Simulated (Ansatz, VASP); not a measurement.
**One calculation of Nb, two programs**

INCAR

```
SYSTEM = Nb
PREC = Accurate
ENCUT = 500
EDIFF = 1E-6
ISMEAR = 0
SIGMA = 0.1
LREAL = .FALSE.
LASPH = .TRUE.
NELM = 120
ALGO = Normal
ISIF = 2
LWAVE = .FALSE.
LCHARG = .TRUE.
GGA = PE
LELF = .TRUE.
LVHAR = .TRUE.
NBANDS = 12
GGA_COMPAT = .FALSE.
```

File KPOINTS:

```
regular mesh
0
G
  10 10 10
  0 0 0
```

POSCAR

```
Nb
1.0
   -1.6588161896      1.6588161896      1.6588161896
    1.6588161896     -1.6588161896      1.6588161896
    1.6588161896      1.6588161896     -1.6588161896
Nb
1
Direct
    0.0000000000      0.0000000000      0.0000000000
```

Input for Ansatz:

```yaml
crystal:
  lattice:
    - [-1.6588161896, 1.6588161896, 1.6588161896]
    - [1.6588161896, -1.6588161896, 1.6588161896]
    - [1.6588161896, 1.6588161896, -1.6588161896]
  atoms:
    - { symbol: Nb, position: [0.0, 0.0, 0.0] }
basis:
  ecutwfc: 420
kpoints:
  mp_grid: { grid: [10, 10, 10] }
hamiltonian:
  xc: pbe
scf:
  occupations: { method: gaussian, width: 0.1 }
  algorithm: direct_min
  max_iter: 81
output:
  forces: true
  stress: true
  eigenvalues: true
```

Alike in both runs: task single point; functional PBE; k mesh 10 × 10 × 10; occupations gaussian, width 0.1 eV; no spin polarisation.

```csv
,VASP,Ansatz
version,VASP 6.6.1,Ansatz 0.2.0
potentials or method,"VASP PAW PBE potentials, release 64 (Nb_sv), cutoff 500 eV","scalar-relativistic, plane waves, PAW"
valence electrons in the cell,13,13
```

Ansatz gave:

- gap on the k mesh at the Fermi level (eV): none
- pressure (GPa): -0.8

Problem. Estimate VASP's values.

Solution. gap on the k mesh at the Fermi level (eV): none; pressure (GPa): -1.2.

A gap of «none» marks a metal or a gap that the smearing closes. The functional is the same, so the differences come from potentials, cutoffs and numerics.
